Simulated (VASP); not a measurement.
# Pr3B (P6_3/mmc) in VASP: single point with PBE

Aim: the single point of Pr3B with PBE.

All numbers are computed with VASP 6.6.1; they aren't measurements. Logs are shortened: lines on timing, memory, paths and dates and some standing lists are left out, and cuts for length are marked.

## Step 1: The cell of the first run

The structure is hexagonal, space group P6_3/mmc (No. 194). The conventional cell has a = 6.795 Å, b = 6.795 Å, c = 5.020 Å, α = 90.00°, β = 90.00°, γ = 120.00°. Pr (site symmetry mm2) has 8 Pr at 3.12 to 3.59 Å and 4 B at 3.25 to 3.40 Å within 4.1 Å. B (site symmetry -6m2) has 12 Pr at 3.25 to 3.40 Å within 4.3 Å.

## Step 2: Single point, PBE

INCAR reads:

```
PREC = Accurate
ENCUT = 520
EDIFF = 1E-7
ISMEAR = 0
SIGMA = 0.1
LREAL = False
LASPH = True
NELM = 80
ALGO = Normal
ISIF = 2
LWAVE = False
LCHARG = True
GGA = PE
LELF = True
LVHAR = True
NBANDS = 52
```

KPOINTS reads:

```
regular mesh
0
Gamma
  3 3 4
```

POSCAR reads:

```
Pr3B
1.0
    6.7951865100      0.0000000000      0.0000000000
   -3.3975932600      5.8848041400      0.0000000000
    0.0000000000      0.0000000000      5.0199071800
Pr B
6 2
Direct
    0.8426685200      0.6853370400      0.7500000000
    0.3146629600      0.1573314800      0.7500000000
    0.1573314800      0.3146629600      0.2500000000
    0.6853370400      0.8426685200      0.2500000000
    0.1573314800      0.8426685200      0.2500000000
    0.8426685200      0.1573314800      0.7500000000
    0.3333333300      0.6666666700      0.7500000000
    0.6666666700      0.3333333300      0.2500000000
```

Potentials or basis: VASP PAW PBE potentials, release 64 (Pr, B).

Started as:

```bash
$ cat potpaw_PBE.64/Pr/POTCAR potpaw_PBE.64/B/POTCAR > POTCAR
$ mpirun -np 1 vasp_std > vasp.out
```

OUTCAR:

```text
PREC = Accurate
   ENCUT = 520
   EDIFF = 1E-7
   ISMEAR = 0
   LREAL = False
   LASPH = True
   NELM = 80
   ISIF = 2
   GGA = PE

 ion  position               nearest neighbor table
   1  0.843  0.685  0.750-   5 3.12   5 3.12   4 3.12   4 3.12   2 3.21   6 3.21
   2  0.315  0.157  0.750-   5 3.12   5 3.12   3 3.12   3 3.12   1 3.21   6 3.21
   3  0.157  0.315  0.250-   6 3.12   6 3.12   2 3.12   2 3.12   4 3.21   5 3.21
   4  0.685  0.843  0.250-   6 3.12   6 3.12   1 3.12   1 3.12   3 3.21   5 3.21
   5  0.157  0.843  0.250-   1 3.12   1 3.12   2 3.12   2 3.12   4 3.21   3 3.21
   6  0.843  0.157  0.750-   3 3.12   3 3.12   4 3.12   4 3.12   2 3.21   1 3.21
   7  0.333  0.667  0.750-
   8  0.667  0.333  0.250-

  LATTYP: Found a hexagonal cell.
 ALAT       =     6.7951865100
 C/A-ratio  =     0.7387445764

  Lattice vectors:

 A1 = (   6.7951865100,   0.0000000000,   0.0000000000)
 A2 = (  -3.3975932600,   5.8848041400,   0.0000000000)
 A3 = (   0.0000000000,   0.0000000000,   5.0199071800)

Analysis of symmetry for initial positions (statically):
=====================================================================
 Subroutine PRICEL returns:
 Original cell was already a primitive cell.

 Routine SETGRP: Setting up the symmetry group for a
 hexagonal supercell.

 Subroutine GETGRP returns: Found 24 space group operations
 (whereof 12 operations were pure point group operations)
 out of a pool of 24 trial point group operations.

The static configuration has the point symmetry D_3d.
 The point group associated with its full space group is D_6h.

Analysis of symmetry for dynamics (positions and initial velocities):
=====================================================================
 Subroutine PRICEL returns:
 Original cell was already a primitive cell.

 Routine SETGRP: Setting up the symmetry group for a
 hexagonal supercell.

 Subroutine GETGRP returns: Found 24 space group operations
 (whereof 12 operations were pure point group operations)
 out of a pool of 24 trial point group operations.

The dynamic configuration has the point symmetry D_3d.
 The point group associated with its full space group is D_6h.

 Subroutine INISYM returns: Found 24 space group operations
 (whereof 12 operations are pure point group operations),
 and found     1 'primitive' translations

----------------------------------------------------------------------------------------

                                     Primitive cell

  volume of cell :     200.7378

  direct lattice vectors                    reciprocal lattice vectors
     6.795186510  0.000000000  0.000000000     0.147162995  0.084964595  0.000000000
    -3.397593260  5.884804140  0.000000000     0.000000000  0.169929190  0.000000000
     0.000000000  0.000000000  5.019907180     0.000000000  0.000000000  0.199206871

  length of vectors
     6.795186510  6.795186512  5.019907180     0.169929190  0.169929190  0.199206871

  position of ions in fractional coordinates (direct lattice)
     0.842668520  0.685337040  0.750000000
     0.314662960  0.157331480  0.750000000
     0.157331480  0.314662960  0.250000000
     0.685337040  0.842668520  0.250000000
     0.157331480  0.842668520  0.250000000
     0.842668520  0.157331480  0.750000000
     0.333333330  0.666666670  0.750000000
     0.666666670  0.333333330  0.250000000

  ion indices of the primitive-cell ions
   primitive index   ion index
                 1           1
                 2           2
                 3           3
                 4           4
                 5           5
                 6           6
                 7           7
                 8           8

----------------------------------------------------------------------------------------

 KPOINTS: regular mesh

Automatic generation of k-mesh.
 Grid dimensions read from file:
 generate k-points for:    3    3    4

 Generating k-lattice:

  Cartesian coordinates                     Fractional coordinates (reciprocal lattice)
     0.049054332  0.028321532  0.000000000     0.333333333 -0.000000000  0.000000000
     0.000000000  0.056643063  0.000000000     0.000000000  0.333333333  0.000000000
     0.000000000  0.000000000  0.049801718     0.000000000  0.000000000  0.250000000

  Length of vectors
     0.056643063  0.056643063  0.049801718

  Shift w.r.t. Gamma in fractional coordinates (k-lattice)
     0.000000000  0.000000000  0.000000000

 Subroutine IBZKPT returns following result:
 ===========================================

 Found      9 irreducible k-points:

 Following reciprocal coordinates:
            Coordinates               Weight
  0.000000  0.000000  0.000000      1.000000
  0.333333 -0.000000  0.000000      6.000000
  0.333333  0.333333  0.000000      2.000000
  0.000000  0.000000  0.250000      2.000000
  0.333333 -0.000000  0.250000     12.000000
  0.333333  0.333333  0.250000      4.000000
  0.000000  0.000000  0.500000      1.000000
  0.333333 -0.000000  0.500000      6.000000
  0.333333  0.333333  0.500000      2.000000
   k-points           NKPTS =      9   k-points in BZ     NKDIM =      9   number of bands    NBANDS=     52
   number of dos      NEDOS =    301   number of ions     NIONS =      8
   total plane-waves  NPLWV = 116640
   dimension x,y,z NGX =    54 NGY =   54 NGZ =   40
   dimension x,y,z NGXF=   108 NGYF=  108 NGZF=   80
   ions per type =               6   2
   NGX,Y,Z   is equivalent  to a cutoff of  13.21, 13.21, 13.25 a.u.
   NGXF,Y,Z  is equivalent  to a cutoff of  26.42, 26.42, 26.49 a.u.
 SYSTEM =  unknown system
   PREC   = accura    normal or accurate (medium, high low for compatibility)
   ISTART =      0    job   : 0-new  1-cont  2-samecut
   ICHARG =      2    charge: 1-file 2-atom 10-const
   ISPIN  =      1    spin polarized calculation?
   LNONCOLLINEAR =      F non collinear calculations
   LSORBIT =      F    spin-orbit coupling
   LASPH  =      T    aspherical Exc in radial PAW
   ENCUT  =  520.0 eV  38.22 Ry    6.18 a.u.  12.63 12.63  9.33*2*pi/ulx,y,z
   NELM   =     80;   NELMIN=  2; NELMDL= -5     # of ELM steps
   EDIFF  = 0.1E-06   stopping-criterion for ELM
   LREAL  =      F    real-space projection
   EDIFFG = 0.1E-05   stopping-criterion for IOM
   NSW    =      0    number of steps for IOM
   IBRION =     -1    ionic relax: 0-MD 1-quasi-New 2-CG
   NFREE  =      0    steps in history (QN), initial steepest desc. (CG)
   ISIF   =      2    stress and relaxation
   ISYM   =      2    0-nonsym 1-usesym 2-fastsym
   POTIM  = 0.5000    time-step for ionic-motion
   TEBEG  =    0.0;   TEEND  =   0.0 temperature during run
   PSTRESS=    0.0 pullay stress
   NELECT =      84.0000    total number of electrons
   NUPDOWN=      -1.0000    fix difference up-down
   EMIN   =  10.00;   EMAX   =-10.00  energy-range for DOS
   EFERMI =   0.00;   METHOD = LEGACY
   ISMEAR =     0;   SIGMA  =   0.10  broadening in eV -4-tet -1-fermi 0-gaus
   EFERMI_NEDOS =   21; number of points for ismear=-14 and -15
   IALGO  =     38    algorithm
   IMIX   =      4    mixing-type and parameters
     AMIX     =   0.40;   BMIX     =  1.00
     AMIX_MAG =   1.60;   BMIX_MAG =  1.00
  volume/ion in A,a.u.               =      25.09       169.33
  Fermi-wavevector in a.u.,A,eV,Ry     =   1.224498  2.313967 20.400527  1.499396
  Thomas-Fermi vector in A             =   2.359571
   LORBIT       =      0    0 simple, 1 ext, 2 COOP (PROOUT), +10 PAW based schemes
   GGA     = PE    functional components
   LHFCALC =     F    Hartree Fock is set to
   AEXX    =    0.0000 exact exchange contribution
   IVDW    =     0    specifies the selected vdW correction
   LEPSILON=     F    determine dielectric tensor
   LRPA    =     F    only Hartree local field effects (RPA)
 non-spin polarized calculation
 Gauss-broadening in eV      SIGMA  =   0.10
  energy-cutoff  :      520.00
  volume of cell :      200.74
 maximum number of plane-waves:      5455
 NGX is ok and might be reduce to    50
   NGX = 25   NGY = 25   NGZ = 19

 number of electron      84.0000009 magnetization

 Free energy of the ion-electron system (eV)
  ---------------------------------------------------
  ext. energy  EPLUGINS =         0.00000000
  ---------------------------------------------------
  free energy    TOTEN  =       -40.12799280 eV

  energy without entropy =      -39.88023872  energy(sigma->0) =      -40.00411576

 E-fermi :   6.4778     XC(G=0): -10.5899

 val. band max:        6.4618911625   @ k =   0.3333   0.3333   0.2500
 cond. band min:       6.4838277474   @ k =   0.3333  -0.0000   0.0000
 fundamental gap:      0.0219365849
 Fermi energy:         6.4778354093

 k-point     1 :       0.0000    0.0000    0.0000
  band No.  band energies     occupation
      1     -29.5175      2.00000
      2     -29.1463      2.00000
      3     -29.1463      2.00000
      4     -28.9140      2.00000
      5     -28.8480      2.00000
      6     -28.8480      2.00000
[... 44 lines left out ...]
     51       6.7474      0.00014
     52       6.8000      0.00001

 k-point     2 :       0.3333   -0.0000    0.0000
  band No.  band energies     occupation
      1     -29.4872      2.00000
      2     -29.1809      2.00000
      3     -29.1481      2.00000
      4     -28.9005      2.00000
      5     -28.8608      2.00000
      6     -28.8464      2.00000
[... 44 lines left out ...]
     51       6.7499      0.00012
     52       6.7762      0.00002

 k-point     3 :       0.3333    0.3333    0.0000
  band No.  band energies     occupation
      1     -29.4696      2.00000
      2     -29.1764      2.00000
      3     -29.1764      2.00000
      4     -28.8688      2.00000
      5     -28.8688      2.00000
      6     -28.8656      2.00000
[... 44 lines left out ...]
     51       6.7736      0.00003
     52       6.7788      0.00002
[... 221 lines left out ...]
 k-point     8 :       0.3333   -0.0000    0.5000
  band No.  band energies     occupation
      1     -29.1974      2.00000
      2     -29.1974      2.00000
      3     -29.0283      2.00000
      4     -29.0283      2.00000
      5     -28.9979      2.00000
      6     -28.9979      2.00000
[... 44 lines left out ...]
     51       6.7503      0.00012
     52       6.7514      0.00011

 k-point     9 :       0.3333    0.3333    0.5000
  band No.  band energies     occupation
      1     -29.1782      2.00000
      2     -29.1782      2.00000
      3     -29.0485      2.00000
      4     -29.0485      2.00000
      5     -28.9980      2.00000
      6     -28.9980      2.00000
[... 44 lines left out ...]
     51       6.7532      0.00010
     52       6.7539      0.00009

------------------------ aborting loop because EDIFF is reached ----------------------------------------

  FORCE on cell =-STRESS in cart. coord.  units (eV):
  Direction    XX          YY          ZZ          XY          YZ          ZX
  --------------------------------------------------------------------------------------
  -------------------------------------------------------------------------------------
  Total      -14.9568153    -14.9568152    -15.4243854      0.0000000      0.0000000      0.0000000
  in kB     -119.3769916   -119.3769916   -123.1088768      0.0000001      0.0000000      0.0000000
  external PRESSURE =    -120.6209533 kB  Pullay stress =       0.0000000 kB

 VOLUME and BASIS-vectors are now :
 -----------------------------------------------------------------------------
  energy-cutoff  :      520.00
  volume of cell :      200.74
      direct lattice vectors                 reciprocal lattice vectors
     6.795186510  0.000000000  0.000000000     0.147162995  0.084964595  0.000000000
    -3.397593260  5.884804140  0.000000000     0.000000000  0.169929190  0.000000000
     0.000000000  0.000000000  5.019907180     0.000000000  0.000000000  0.199206871

 POSITION                                       TOTAL-FORCE (eV/Angst)
 -----------------------------------------------------------------------------------
      3.39759      4.03307      3.76493         0.000000     -1.246987      0.000000
      1.60365      0.92586      3.76493         1.079922      0.623493      0.000000
     -0.00000      1.85173      1.25498        -0.000000      1.246987     -0.000000
      1.79395      4.95894      1.25498        -1.079922     -0.623493      0.000000
     -1.79395      4.95894      1.25498         1.079922     -0.623493     -0.000000
      5.19154      0.92586      3.76493        -1.079922      0.623493      0.000000
     -0.00000      3.92320      3.76493         0.000000      0.000000      0.000000
      3.39759      1.96160      1.25498         0.000000      0.000000      0.000000
 -----------------------------------------------------------------------------------
    total drift:                               -0.000048      0.000028     -0.000000

  FREE ENERGIE OF THE ION-ELECTRON SYSTEM (eV)
  ---------------------------------------------------
  free  energy   TOTEN  =       -40.1279927958 eV

  energy  without entropy=      -39.8802387244  energy(sigma->0) =      -40.00411576
```

Wall time 22 min (1 thread of Intel Xeon 8259CL, shared host); peak memory 0.38 GiB.

What came out:

```
Free energy            : -40.1280 eV
Pressure               : -12.1 GPa
Largest force          : 1.247 eV/Å
Band gap on the k mesh : zero (band 42 reaches 6.52 eV, above the bottom of band 43 at 6.35 eV)
```

Forces on the atoms (eV/Å):
```
Pr   0.000 -1.247  0.000
Pr   1.080  0.623  0.000
Pr   0.000  1.247  0.000
Pr  -1.080 -0.623  0.000
Pr   1.080 -0.623  0.000
Pr  -1.080  0.623  0.000
B    0.000  0.000  0.000
B    0.000  0.000  0.000
```

Stress tensor (GPa, compression positive):
```
-11.94   0.00   0.00
  0.00 -11.94   0.00
  0.00   0.00 -12.31
```

Caveat: spin-orbit coupling is left out, which moves the levels of the heavy elements; without U or exact exchange the open f shell lies at the Fermi level, which spoils levels, moments and volumes; forces of over 1 eV/Å act on the atoms, so gaps and moduli don't describe the material at rest. Spin polarisation is off, so any magnetic state and its effect on volume and gap are missing.
